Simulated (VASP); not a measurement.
# GaN (I4mm) in VASP: a series of runs

The runs below take GaN through single point, with r2SCAN.

All numbers are computed with VASP 6.6.1; they aren't measurements. Logs are shortened: lines on timing, memory, paths and dates and some standing lists are left out, and cuts for length are marked.

## (1) The cell of the first run

The structure is tetragonal, space group I4mm (No. 107). Conventional cell: a = 3.020 Å, b = 3.020 Å, c = 4.270 Å, α = 90.00°, β = 90.00°, γ = 90.00°. Within 2.3 Å of Ga (site symmetry 4mm) lie 5 N at 1.76 to 2.17 Å. N (site symmetry 4mm) has 5 Ga at 1.76 to 2.17 Å within 2.3 Å.

## (2) Single point, r2SCAN

File POSCAR:

```
GaN
1.0
    0.0000000000      2.1352350000      2.1352350000
    2.1352350000      0.0000000000      2.1352350000
    2.1352350000      2.1352350000      0.0000000000
Ga N
1 1
Direct
   -0.0878123485     -0.0878123485      0.0878123485
    0.5000000000      0.5000000000      0.5000000000
```

File INCAR.step1:

```
SYSTEM = GaN
  PREC = Accurate
  ENCUT = 1460
  ISMEAR = 0
  SIGMA = 0.05
  LREAL = .FALSE.
  LASPH = .TRUE.
  NELM = 120
  NBANDS = 16
  GGA = PE
  ALGO = Normal
  EDIFF = 1E-5
  LWAVE = .TRUE.
  LCHARG = .FALSE.
  GGA_COMPAT = .FALSE.
```

File INCAR.step2:

```
SYSTEM = GaN
  PREC = Accurate
  ENCUT = 1460
  EDIFF = 1E-6
  ISMEAR = 0
  SIGMA = 0.05
  LREAL = .FALSE.
  LASPH = .TRUE.
  NELM = 120
  ALGO = Normal
  ISIF = 2
  LWAVE = .FALSE.
  LCHARG = .FALSE.
  METAGGA = R2SCAN
  LMIXTAU = .TRUE.
  NBANDS = 16
  ISTART = 1
  GGA_COMPAT = .FALSE.
```

File KPOINTS:

```
regular mesh
0
G
  12 12 12
  0 0 0
```

Potentials or basis: VASP PAW PBE potentials, release 64 (Ga_d, N_h).

The run is started by

```bash
$ cat potpaw_PBE.64/Ga_d/POTCAR potpaw_PBE.64/N_h/POTCAR > POTCAR
$ cp INCAR.step1 INCAR
$ mpirun -np 1 vasp_std > vasp.out
$ cp INCAR.step2 INCAR
$ mpirun -np 1 vasp_std > vasp.out
```

OUTCAR:

```text
SYSTEM = GaN
   PREC = Accurate
   ENCUT = 1460
   EDIFF = 1E-6
   ISMEAR = 0
   LREAL = .FALSE.
   LASPH = .TRUE.
   NELM = 120
   ISIF = 2
   METAGGA = R2SCAN
   ISTART = 1

 ion  position               nearest neighbor table
   1  0.912  0.912  0.088-   2 1.76   2 2.17   2 2.17   2 2.17   2 2.17
   2  0.500  0.500  0.500-   1 1.76   1 2.17   1 2.17   1 2.17   1 2.17

  LATTYP: Found a face centered cubic cell.
 ALAT       =     4.2704700000

  Lattice vectors:

 A1 = (   0.0000000000,   2.1352350000,   2.1352350000)
 A2 = (   2.1352350000,   0.0000000000,   2.1352350000)
 A3 = (   2.1352350000,   2.1352350000,   0.0000000000)

Analysis of symmetry for initial positions (statically):
=====================================================================
 Subroutine PRICEL returns:
 Original cell was already a primitive cell.

 Routine SETGRP: Setting up the symmetry group for a
 face centered cubic supercell.

 Subroutine GETGRP returns: Found  8 space group operations
 (whereof  8 operations were pure point group operations)
 out of a pool of 48 trial point group operations.

The static configuration has the point symmetry C_4v.

Analysis of symmetry for dynamics (positions and initial velocities):
=====================================================================
 Subroutine PRICEL returns:
 Original cell was already a primitive cell.

 Routine SETGRP: Setting up the symmetry group for a
 face centered cubic supercell.

 Subroutine GETGRP returns: Found  8 space group operations
 (whereof  8 operations were pure point group operations)
 out of a pool of 48 trial point group operations.

The dynamic configuration has the point symmetry C_4v.

 Subroutine INISYM returns: Found  8 space group operations
 (whereof  8 operations are pure point group operations),
 and found     1 'primitive' translations

----------------------------------------------------------------------------------------

                                     Primitive cell

  volume of cell :      19.4700

  direct lattice vectors                    reciprocal lattice vectors
     0.000000000  2.135235000  2.135235000    -0.234166263  0.234166263  0.234166263
     2.135235000  0.000000000  2.135235000     0.234166263 -0.234166263  0.234166263
     2.135235000  2.135235000  0.000000000     0.234166263  0.234166263 -0.234166263

  length of vectors
     3.019678296  3.019678296  3.019678296     0.405587864  0.405587864  0.405587864

  position of ions in fractional coordinates (direct lattice)
     0.912187651  0.912187651  0.087812349
     0.500000000  0.500000000  0.500000000

  ion indices of the primitive-cell ions
   primitive index   ion index
                 1           1
                 2           2

----------------------------------------------------------------------------------------

 KPOINTS: regular mesh

Automatic generation of k-mesh.
 Grid dimensions read from file:
 generate k-points for:   12   12   12

 Generating k-lattice:

  Cartesian coordinates                     Fractional coordinates (reciprocal lattice)
    -0.019513855  0.019513855  0.019513855     0.083333333  0.000000000  0.000000000
     0.019513855 -0.019513855  0.019513855     0.000000000  0.083333333  0.000000000
     0.019513855  0.019513855 -0.019513855     0.000000000  0.000000000  0.083333333

  Length of vectors
     0.033798989  0.033798989  0.033798989

  Shift w.r.t. Gamma in fractional coordinates (k-lattice)
     0.000000000  0.000000000  0.000000000

 Subroutine IBZKPT returns following result:
 ===========================================

 Found    163 irreducible k-points:

 Following reciprocal coordinates:
            Coordinates               Weight
  0.000000  0.000000  0.000000      1.000000
  0.083333  0.000000  0.000000      8.000000
  0.166667  0.000000  0.000000      8.000000
  0.250000  0.000000  0.000000      8.000000
  0.333333  0.000000  0.000000      8.000000
  0.416667  0.000000  0.000000      8.000000
[... 16 lines left out ...]
  0.000000 -0.333333  0.083333     16.000000
 -0.250000  0.083333  0.000000      8.000000
 [... further k-points ...]
   k-points           NKPTS =    163   k-points in BZ     NKDIM =    163   number of bands    NBANDS=     16
   number of dos      NEDOS =    301   number of ions     NIONS =      2
   total plane-waves  NPLWV =  64000
   dimension x,y,z NGX =    40 NGY =   40 NGZ =   40
   dimension x,y,z NGXF=    80 NGYF=   80 NGZF=   80
   ions per type =               1   1
   NGX,Y,Z   is equivalent  to a cutoff of  22.02, 22.02, 22.02 a.u.
   NGXF,Y,Z  is equivalent  to a cutoff of  44.04, 44.04, 44.04 a.u.
 SYSTEM =  GaN
   PREC   = accura    normal or accurate (medium, high low for compatibility)
   ISTART =      1    job   : 0-new  1-cont  2-samecut
   ICHARG =      0    charge: 1-file 2-atom 10-const
   ISPIN  =      1    spin polarized calculation?
   LNONCOLLINEAR =      F non collinear calculations
   LSORBIT =      F    spin-orbit coupling
   LASPH  =      T    aspherical Exc in radial PAW
   ENCUT  = 1460.0 eV 107.31 Ry   10.36 a.u.   9.41  9.41  9.41*2*pi/ulx,y,z
   NELM   =    120;   NELMIN=  2; NELMDL=  0     # of ELM steps
   EDIFF  = 0.1E-05   stopping-criterion for ELM
   LREAL  =      F    real-space projection
   EDIFFG = 0.1E-04   stopping-criterion for IOM
   NSW    =      0    number of steps for IOM
   IBRION =     -1    ionic relax: 0-MD 1-quasi-New 2-CG
   NFREE  =      0    steps in history (QN), initial steepest desc. (CG)
   ISIF   =      2    stress and relaxation
   ISYM   =      2    0-nonsym 1-usesym 2-fastsym
   POTIM  = 0.5000    time-step for ionic-motion
   TEBEG  =    0.0;   TEEND  =   0.0 temperature during run
   PSTRESS=    0.0 pullay stress
   NELECT =      18.0000    total number of electrons
   NUPDOWN=      -1.0000    fix difference up-down
   EMIN   =  10.00;   EMAX   =-10.00  energy-range for DOS
   EFERMI =   0.00;   METHOD = LEGACY
   ISMEAR =     0;   SIGMA  =   0.05  broadening in eV -4-tet -1-fermi 0-gaus
   EFERMI_NEDOS =   21; number of points for ismear=-14 and -15
   IALGO  =     38    algorithm
   IMIX   =      4    mixing-type and parameters
     AMIX     =   0.40;   BMIX     =  1.00
     AMIX_MAG =   1.60;   BMIX_MAG =  1.00
  volume/ion in A,a.u.               =       9.74        65.70
  Fermi-wavevector in a.u.,A,eV,Ry     =   1.594814  3.013761 34.605481  2.543431
  Thomas-Fermi vector in A             =   2.692830
   LORBIT       =      0    0 simple, 1 ext, 2 COOP (PROOUT), +10 PAW based schemes
   METAGGA = R2SCAN    functional components
   LHFCALC =     F    Hartree Fock is set to
   AEXX    =    0.0000 exact exchange contribution
   IVDW    =     0    specifies the selected vdW correction
   LEPSILON=     F    determine dielectric tensor
   LRPA    =     F    only Hartree local field effects (RPA)
 non-spin polarized calculation
 Gauss-broadening in eV      SIGMA  =   0.05
  energy-cutoff  :     1460.00
  volume of cell :       19.47
 maximum number of plane-waves:      2488
 NGX is ok and might be reduce to    40
   NGX = 19   NGY = 19   NGZ = 19

 number of electron      18.0000000 magnetization

 Free energy of the ion-electron system (eV)
  ---------------------------------------------------
  ext. energy  EPLUGINS =         0.00000000
  ---------------------------------------------------
  free energy    TOTEN  =       -20.57123293 eV

  energy without entropy =      -20.57123293  energy(sigma->0) =      -20.57123293

 E-fermi :   7.9348     XC(G=0): -13.8869

 val. band max:        7.5923949862   @ k =  -0.1667   0.1667   0.0000
 cond. band min:       8.5537886432   @ k =   0.0000   0.5000   0.5000
 fundamental gap:      0.9613936570
 Fermi energy:         7.9348279615

 k-point     1 :       0.0000    0.0000    0.0000
  band No.  band energies     occupation
      1     -10.3944      2.00000
      2      -6.8611      2.00000
      3      -6.8366      2.00000
      4      -6.8366      2.00000
      5      -6.7706      2.00000
      6      -6.7020      2.00000
[... 8 lines left out ...]
     15      25.2616      0.00000
     16      25.7283      0.00000

 k-point     2 :       0.0833    0.0000    0.0000
  band No.  band energies     occupation
      1     -10.2758      2.00000
      2      -6.8694      2.00000
      3      -6.8300      2.00000
      4      -6.8263      2.00000
      5      -6.7643      2.00000
      6      -6.7069      2.00000
[... 8 lines left out ...]
     15      25.2433      0.00000
     16      25.3397      0.00000

 k-point     3 :       0.1667    0.0000    0.0000
  band No.  band energies     occupation
      1      -9.9364      2.00000
      2      -6.8883      2.00000
      3      -6.8268      2.00000
      4      -6.8013      2.00000
      5      -6.7369      2.00000
      6      -6.7051      2.00000
[... 8 lines left out ...]
     15      25.1545      0.00000
     16      25.5884      0.00000

 k-point     4 :       0.2500    0.0000    0.0000
  band No.  band energies     occupation
      1      -9.4353      2.00000
      2      -6.9130      2.00000
      3      -6.8527      2.00000
      4      -6.7456      2.00000
      5      -6.6796      2.00000
      6      -6.6717      2.00000
[... 8 lines left out ...]
     15      26.0846      0.00000
     16      26.4022      0.00000
[... 324 lines left out ...]
 k-point    22 :      -0.3333    0.0833    0.0000
  band No.  band energies     occupation
      1      -8.7605      2.00000
      2      -6.9177      2.00000
      3      -6.8997      2.00000
      4      -6.6871      2.00000
      5      -6.6299      2.00000
      6      -6.2825      2.00000
[... 8 lines left out ...]
     15      27.2171      0.00000
     16      29.9529      0.00000

 k-point    23 :       0.0000   -0.3333    0.0833
  band No.  band energies     occupation
      1      -8.7205      2.00000
      2      -6.9307      2.00000
      3      -6.9057      2.00000
      4      -6.6713      2.00000
      5      -6.6406      2.00000
      6      -6.3340      2.00000
[... 8 lines left out ...]
     15      27.5070      0.00000
     16      29.3004      0.00000

 k-point    24 :      -0.2500    0.0833    0.0000
  band No.  band energies     occupation
      1      -9.2202      2.00000
      2      -6.8967      2.00000
      3      -6.8653      2.00000
      4      -6.7477      2.00000
      5      -6.6831      2.00000
      6      -6.5218      2.00000
[... 8 lines left out ...]
     15      25.4444      0.00000
     16      28.4980      0.00000

 [... further k-points ...]
[... 5 lines left out ...]
  --------------------------------------------------------------------------------------
  -------------------------------------------------------------------------------------
  Total       -1.3508524     -1.3508524      6.8008182      0.0000000      0.0000000     -0.0000000
  in kB     -111.1607476   -111.1607476    559.6348012      0.0000000      0.0000000     -0.0000000
  external PRESSURE =     112.4377686 kB  Pullay stress =       0.0000000 kB

 VOLUME and BASIS-vectors are now :
 -----------------------------------------------------------------------------
  energy-cutoff  :     1460.00
  volume of cell :       19.47
      direct lattice vectors                 reciprocal lattice vectors
     0.000000000  2.135235000  2.135235000    -0.234166263  0.234166263  0.234166263
     2.135235000  0.000000000  2.135235000     0.234166263 -0.234166263  0.234166263
     2.135235000  2.135235000  0.000000000     0.234166263  0.234166263 -0.234166263

 POSITION                                       TOTAL-FORCE (eV/Angst)
 -----------------------------------------------------------------------------------
      2.13524      2.13524      3.89547         0.000000      0.000000      3.530802
      2.13524      2.13524      2.13524         0.000000      0.000000     -3.530802
 -----------------------------------------------------------------------------------
    total drift:                                0.000000      0.000000     -0.000796

  FREE ENERGIE OF THE ION-ELECTRON SYSTEM (eV)
  ---------------------------------------------------
  free  energy   TOTEN  =       -20.5712329271 eV

  energy  without entropy=      -20.5712329271  energy(sigma->0) =      -20.57123293
```

Run time: 11 min. Hardware: 1 thread of Intel Xeon Platinum 8259CL at 2.50GHz (Skylake/Cascade Lake), shared host; peak memory 0.45 GiB.

What came out:

```yaml
Free_energy: -20.5712 eV
Pressure: 11.2 GPa
Largest_force: 3.531 eV/Å
Band_gap_on_the_k_mesh: 0.96 eV (least direct gap 2.58 eV)
```

Forces in eV/Å, atoms in the order of the input:
```
Ga   0.000  0.000  3.531
N    0.000  0.000 -3.531
```

Stress tensor (GPa, compression positive):
```
-11.12   0.00   0.00
  0.00 -11.12   0.00
  0.00   0.00  55.96
```

Caveat: the cell differs from its parent crystal (all Ga atoms moved +0.375 Å, as atom 1 towards its neighbour atom 2 (N) at 2.135 Å); the stress differs along the axes, from -11 to 56 GPa; the PAW data sets were made with another functional, which shifts forces and pressure a little. A k mesh can miss the band edges.

[end of part 1 of 2]
